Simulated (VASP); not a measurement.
# TlPdCl3 (Pm-3m) in VASP: notebook

TlPdCl3 is run at these levels: PBE, r2SCAN; tasks: single point.

Program: VASP 6.6.1. These are calculated values, not measurements. Logs are shortened: lines on timing, memory, paths and dates and some standing lists are left out, and cuts for length are marked.

### Step 1. The cell of the first run

Symmetry: Pm-3m, No. 221, cubic system. Conventional cell: a = 4.976 Å, b = 4.976 Å, c = 4.976 Å, α = 90.00°, β = 90.00°, γ = 90.00°. Within 4.6 Å of Tl (site symmetry m-3m) lie 12 Cl at 3.52 Å and 8 Pd at 4.31 Å. Pd (site symmetry m-3m) has 6 Cl at 2.49 Å within 3.3 Å. Within 3.3 Å of Cl (site symmetry 4/mmm) lie 2 Pd at 2.49 Å.

### Step 2. Single point, PBE

The input, INCAR:

```
SYSTEM = TlPdCl3
ALGO = Normal ; EDIFF = 1E-6
ENCUT = 520 ; GGA = PE
ISIF = 2 ; ISMEAR = 0
LASPH = .True. ; LCHARG = .False.
LREAL = .False. ; LWAVE = .False.
NBANDS = 30 ; NELM = 80
PREC = Accurate ; SIGMA = 0.1
```

The input, KPOINTS:

```
k-points
0
Gamma
  8 8 8
  0 0 0
```

The input, POSCAR:

```
TlPdCl3
1.0
    4.9761169154      0.0000000000      0.0000000000
    0.0000000000      4.9761169154      0.0000000000
    0.0000000000      0.0000000000      4.9761169154
Tl Pd Cl
1 1 3
Direct
    0.5000000000      0.5000000000      0.5000000000
    0.0000000000      0.0000000000      0.0000000000
    0.5000000000      0.0000000000      0.0000000000
    0.0000000000      0.5000000000      0.0000000000
    0.0000000000      0.0000000000      0.5000000000
```

Potentials or basis: VASP PAW PBE potentials, release 64 (Tl_d, Pd, Cl).

On the command line:

```sh
cat potpaw_PBE.64/Tl_d/POTCAR potpaw_PBE.64/Pd/POTCAR potpaw_PBE.64/Cl/POTCAR > POTCAR
mpirun -np 1 vasp_std > vasp.out
```

OUTCAR:

```text
SYSTEM = TlPdCl3
   EDIFF = 1E-6
   ENCUT = 520
   GGA = PE
   ISIF = 2
   ISMEAR = 0
   LASPH = .True.
   LREAL = .False.
   NELM = 80
   PREC = Accurate

 ion  position               nearest neighbor table
   1  0.500  0.500  0.500-
   2  0.000  0.000  0.000-   3 2.49   4 2.49   5 2.49   5 2.49   4 2.49   3 2.49
   3  0.500  0.000  0.000-   2 2.49   2 2.49
   4  0.000  0.500  0.000-   2 2.49   2 2.49
   5  0.000  0.000  0.500-   2 2.49   2 2.49

  LATTYP: Found a simple cubic cell.
 ALAT       =     4.9761169154

  Lattice vectors:

 A1 = (   4.9761169154,   0.0000000000,   0.0000000000)
 A2 = (   0.0000000000,   4.9761169154,   0.0000000000)
 A3 = (   0.0000000000,   0.0000000000,   4.9761169154)

Analysis of symmetry for initial positions (statically):
=====================================================================
 Subroutine PRICEL returns:
 Original cell was already a primitive cell.

 Routine SETGRP: Setting up the symmetry group for a
 simple cubic supercell.

 Subroutine GETGRP returns: Found 48 space group operations
 (whereof 48 operations were pure point group operations)
 out of a pool of 48 trial point group operations.

The static configuration has the point symmetry O_h .

Analysis of symmetry for dynamics (positions and initial velocities):
=====================================================================
 Subroutine PRICEL returns:
 Original cell was already a primitive cell.

 Routine SETGRP: Setting up the symmetry group for a
 simple cubic supercell.

 Subroutine GETGRP returns: Found 48 space group operations
 (whereof 48 operations were pure point group operations)
 out of a pool of 48 trial point group operations.

The dynamic configuration has the point symmetry O_h .

 Subroutine INISYM returns: Found 48 space group operations
 (whereof 48 operations are pure point group operations),
 and found     1 'primitive' translations

----------------------------------------------------------------------------------------

                                     Primitive cell

  volume of cell :     123.2173

  direct lattice vectors                    reciprocal lattice vectors
     4.976116915  0.000000000  0.000000000     0.200959908  0.000000000  0.000000000
     0.000000000  4.976116915  0.000000000     0.000000000  0.200959908  0.000000000
     0.000000000  0.000000000  4.976116915     0.000000000  0.000000000  0.200959908

  length of vectors
     4.976116915  4.976116915  4.976116915     0.200959908  0.200959908  0.200959908

  position of ions in fractional coordinates (direct lattice)
     0.500000000  0.500000000  0.500000000
     0.000000000  0.000000000  0.000000000
     0.500000000  0.000000000  0.000000000
     0.000000000  0.500000000  0.000000000
     0.000000000  0.000000000  0.500000000

  ion indices of the primitive-cell ions
   primitive index   ion index
                 1           1
                 2           2
                 3           3
                 4           4
                 5           5

----------------------------------------------------------------------------------------

 KPOINTS: k-points

Automatic generation of k-mesh.
 Grid dimensions read from file:
 generate k-points for:    8    8    8

 Generating k-lattice:

  Cartesian coordinates                     Fractional coordinates (reciprocal lattice)
     0.025119989  0.000000000  0.000000000     0.125000000  0.000000000  0.000000000
     0.000000000  0.025119989  0.000000000     0.000000000  0.125000000  0.000000000
     0.000000000  0.000000000  0.025119989     0.000000000  0.000000000  0.125000000

  Length of vectors
     0.025119989  0.025119989  0.025119989

  Shift w.r.t. Gamma in fractional coordinates (k-lattice)
     0.000000000  0.000000000  0.000000000

 Subroutine IBZKPT returns following result:
 ===========================================

 Found     35 irreducible k-points:

 Following reciprocal coordinates:
            Coordinates               Weight
  0.000000  0.000000  0.000000      1.000000
  0.125000  0.000000  0.000000      6.000000
  0.250000  0.000000  0.000000      6.000000
  0.375000  0.000000  0.000000      6.000000
  0.500000  0.000000  0.000000      3.000000
  0.125000  0.125000  0.000000     12.000000
[... 16 lines left out ...]
  0.375000  0.375000  0.125000     24.000000
  0.500000  0.375000  0.125000     24.000000
 [... further k-points ...]
   k-points           NKPTS =     35   k-points in BZ     NKDIM =     35   number of bands    NBANDS=     30
   number of dos      NEDOS =    301   number of ions     NIONS =      5
   total plane-waves  NPLWV =  64000
   dimension x,y,z NGX =    40 NGY =   40 NGZ =   40
   dimension x,y,z NGXF=    80 NGYF=   80 NGZF=   80
   ions per type =               1   1   3
   NGX,Y,Z   is equivalent  to a cutoff of  13.36, 13.36, 13.36 a.u.
   NGXF,Y,Z  is equivalent  to a cutoff of  26.73, 26.73, 26.73 a.u.
 SYSTEM =  TlPdCl3
   PREC   = accura    normal or accurate (medium, high low for compatibility)
   ISTART =      0    job   : 0-new  1-cont  2-samecut
   ICHARG =      2    charge: 1-file 2-atom 10-const
   ISPIN  =      1    spin polarized calculation?
   LNONCOLLINEAR =      F non collinear calculations
   LSORBIT =      F    spin-orbit coupling
   LASPH  =      T    aspherical Exc in radial PAW
   ENCUT  =  520.0 eV  38.22 Ry    6.18 a.u.   9.25  9.25  9.25*2*pi/ulx,y,z
   NELM   =     80;   NELMIN=  2; NELMDL= -5     # of ELM steps
   EDIFF  = 0.1E-05   stopping-criterion for ELM
   LREAL  =      F    real-space projection
   EDIFFG = 0.1E-04   stopping-criterion for IOM
   NSW    =      0    number of steps for IOM
   IBRION =     -1    ionic relax: 0-MD 1-quasi-New 2-CG
   NFREE  =      0    steps in history (QN), initial steepest desc. (CG)
   ISIF   =      2    stress and relaxation
   ISYM   =      2    0-nonsym 1-usesym 2-fastsym
   POTIM  = 0.5000    time-step for ionic-motion
   TEBEG  =    0.0;   TEEND  =   0.0 temperature during run
   PSTRESS=    0.0 pullay stress
   NELECT =      44.0000    total number of electrons
   NUPDOWN=      -1.0000    fix difference up-down
   EMIN   =  10.00;   EMAX   =-10.00  energy-range for DOS
   EFERMI =   0.00;   METHOD = LEGACY
   ISMEAR =     0;   SIGMA  =   0.10  broadening in eV -4-tet -1-fermi 0-gaus
   EFERMI_NEDOS =   21; number of points for ismear=-14 and -15
   IALGO  =     38    algorithm
   IMIX   =      4    mixing-type and parameters
     AMIX     =   0.40;   BMIX     =  1.00
     AMIX_MAG =   1.60;   BMIX_MAG =  1.00
  volume/ion in A,a.u.               =      24.64       166.30
  Fermi-wavevector in a.u.,A,eV,Ry     =   1.161453  2.194829 18.353908  1.348974
  Thomas-Fermi vector in A             =   2.298025
   LORBIT       =      0    0 simple, 1 ext, 2 COOP (PROOUT), +10 PAW based schemes
   GGA     = PE    functional components
   LHFCALC =     F    Hartree Fock is set to
   AEXX    =    0.0000 exact exchange contribution
   IVDW    =     0    specifies the selected vdW correction
   LEPSILON=     F    determine dielectric tensor
   LRPA    =     F    only Hartree local field effects (RPA)
 non-spin polarized calculation
 Gauss-broadening in eV      SIGMA  =   0.10
  energy-cutoff  :      520.00
  volume of cell :      123.22
 maximum number of plane-waves:      3362
 NGX is ok and might be reduce to    40
   NGX = 19   NGY = 19   NGZ = 19

 number of electron      43.9999996 magnetization

 Free energy of the ion-electron system (eV)
  ---------------------------------------------------
  ext. energy  EPLUGINS =         0.00000000
  ---------------------------------------------------
  free energy    TOTEN  =       -16.40565941 eV

  energy without entropy =      -16.39930647  energy(sigma->0) =      -16.40248294

 E-fermi :   3.2229     XC(G=0):  -9.2692

 val. band max:        3.1302054050   @ k =   0.3750   0.1250   0.0000
 cond. band min:       3.2381480886   @ k =   0.5000   0.1250   0.0000
 fundamental gap:      0.1079426836
 Fermi energy:         3.2228509514

 k-point     1 :       0.0000    0.0000    0.0000
  band No.  band energies     occupation
      1     -12.0693      2.00000
      2     -11.3112      2.00000
      3     -11.3112      2.00000
      4      -6.9756      2.00000
      5      -6.9756      2.00000
      6      -6.9722      2.00000
[... 22 lines left out ...]
     29      10.1858      0.00000
     30      12.1080      0.00000

 k-point     2 :       0.1250    0.0000    0.0000
  band No.  band energies     occupation
      1     -12.0392      2.00000
      2     -11.3229      2.00000
      3     -11.3094      2.00000
      4      -6.9784      2.00000
      5      -6.9744      2.00000
      6      -6.9744      2.00000
[... 22 lines left out ...]
     29      10.6271      0.00000
     30      12.1689      0.00000

 k-point     3 :       0.2500    0.0000    0.0000
  band No.  band energies     occupation
      1     -11.9596      2.00000
      2     -11.3579      2.00000
      3     -11.3050      2.00000
      4      -6.9853      2.00000
      5      -6.9795      2.00000
      6      -6.9795      2.00000
[... 22 lines left out ...]
     29      11.3253      0.00000
     30      12.3521      0.00000

 k-point     4 :       0.3750    0.0000    0.0000
  band No.  band energies     occupation
      1     -11.8637      2.00000
      2     -11.4084      2.00000
      3     -11.3006      2.00000
      4      -6.9921      2.00000
      5      -6.9846      2.00000
      6      -6.9846      2.00000
[... 22 lines left out ...]
     29      12.1649      0.00000
     30      12.6571      0.00000

 k-point     5 :       0.5000    0.0000    0.0000
  band No.  band energies     occupation
      1     -11.8151      2.00000
      2     -11.4381      2.00000
      3     -11.2987      2.00000
      4      -6.9949      2.00000
      5      -6.9868      2.00000
      6      -6.9868      2.00000
[... 22 lines left out ...]
     29      12.9513      0.00000
     30      12.9757      0.00000
[... 526 lines left out ...]
     29      12.3008      0.00000
     30      12.4310      0.00000

 k-point    22 :       0.5000    0.2500    0.1250
  band No.  band energies     occupation
      1     -11.6879      2.00000
      2     -11.4242      2.00000
      3     -11.3395      2.00000
      4      -6.9852      2.00000
      5      -6.9820      2.00000
      6      -6.9786      2.00000
[... 22 lines left out ...]
     29      12.0773      0.00000
     30      12.4195      0.00000

 k-point    23 :       0.3750    0.3750    0.1250
  band No.  band energies     occupation
      1     -11.6465      2.00000
      2     -11.3988      2.00000
      3     -11.3730      2.00000
      4      -6.9837      2.00000
      5      -6.9810      2.00000
      6      -6.9792      2.00000
[... 22 lines left out ...]
     29      11.6760      0.00000
     30      12.3563      0.00000

 k-point    24 :       0.5000    0.3750    0.1250
  band No.  band energies     occupation
      1     -11.5975      2.00000
      2     -11.4168      2.00000
      3     -11.3806      2.00000
      4      -6.9827      2.00000
      5      -6.9814      2.00000
      6      -6.9798      2.00000
[... 22 lines left out ...]
     29      11.5735      0.00000
     30      12.3628      0.00000

 [... further k-points ...]
[... 5 lines left out ...]
  --------------------------------------------------------------------------------------
  -------------------------------------------------------------------------------------
  Total       -0.1134144     -0.1134144     -0.1134144     -0.0000000     -0.0000000      0.0000000
  in kB       -1.4747114     -1.4747114     -1.4747114     -0.0000000     -0.0000000      0.0000000
  external PRESSURE =      -1.4747114 kB  Pullay stress =       0.0000000 kB

 VOLUME and BASIS-vectors are now :
 -----------------------------------------------------------------------------
  energy-cutoff  :      520.00
  volume of cell :      123.22
      direct lattice vectors                 reciprocal lattice vectors
     4.976116915  0.000000000  0.000000000     0.200959908  0.000000000  0.000000000
     0.000000000  4.976116915  0.000000000     0.000000000  0.200959908  0.000000000
     0.000000000  0.000000000  4.976116915     0.000000000  0.000000000  0.200959908

 POSITION                                       TOTAL-FORCE (eV/Angst)
 -----------------------------------------------------------------------------------
      2.48806      2.48806      2.48806         0.000000      0.000000      0.000000
      0.00000      0.00000      0.00000         0.000000      0.000000      0.000000
      2.48806      0.00000      0.00000         0.000000      0.000000      0.000000
      0.00000      2.48806      0.00000         0.000000      0.000000      0.000000
      0.00000      0.00000      2.48806         0.000000      0.000000      0.000000
 -----------------------------------------------------------------------------------
    total drift:                               -0.000000      0.000000     -0.000000

  FREE ENERGIE OF THE ION-ELECTRON SYSTEM (eV)
  ---------------------------------------------------
  free  energy   TOTEN  =       -16.4056594136 eV

  energy  without entropy=      -16.3993064730  energy(sigma->0) =      -16.40248294
```

Run time: 58 s. Hardware: 1 thread of Intel Xeon Platinum 8559C (Emerald Rapids), shared host; peak memory 0.31 GiB.

What came out:

* Free energy: -16.4057 eV
* Pressure: -0.1 GPa
* Band gap on the k mesh: zero (band 22 reaches 5.03 eV, above the bottom of band 23 at 1.35 eV)

Caveat: spin-orbit coupling is left out, which moves the levels of the heavy elements.

(Continued in part 2 of 2.)
